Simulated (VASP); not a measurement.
HfO2, 12 atoms in the cell. The structure is orthorhombic, space group Pca2_1 (No. 29). Conventional cell: a = 5.219 Å, b = 5.005 Å, c = 5.033 Å, α = 90.00°, β = 90.00°, γ = 90.00°. Within 2.7 Å of Hf (site symmetry 1) lie 7 O at 2.02 to 2.23 Å. O (site symmetry 1) has 3 Hf at 2.02 to 2.13 Å and 10 O at 2.51 to 3.09 Å within 3.1 Å. O (site symmetry 1) has 4 Hf at 2.11 to 2.23 Å and 7 O at 2.51 to 2.81 Å within 2.9 Å. 

```yaml
Program: VASP 6.6.1
Task: relaxation of the atoms
Functional: PBE
Potentials_or_basis: VASP PAW PBE potentials, release 64 (Hf_pv, O)
Cutoff: 520 eV
k_mesh: 4 × 5 × 4
Occupations: fermi-dirac, width 0.05 eV
Spin: no spin polarisation
Dipole_correction: no
Further_INCAR_settings: ALGO = Normal; EDIFF = 1e-06; IBRION = 2; EDIFFG = -0.01; NSW = 60
```

Potentials or basis: VASP PAW PBE potentials, release 64 (Hf_pv, O).

Command:

```sh
$ cat potpaw_PBE.64/Hf_pv/POTCAR potpaw_PBE.64/O/POTCAR > POTCAR
$ mpirun -np 2 vasp_std > vasp.out
```

Hardware: 2 MPI ranks on Intel(R) Xeon(R) Platinum 8259CL CPU @ 2.50GHz (Skylake/Cascade Lake), on a shared host.

Q: How long does it take, and how much memory?

A: Run time: 7.1 min on 2 MPI ranks on Intel(R) Xeon(R) Platinum 8259CL CPU @ 2.50GHz (Skylake/Cascade Lake), with other jobs on the host, peak memory 0.32 GiB a rank. Counts: scf iterations 64, k points 27, ion steps 11.
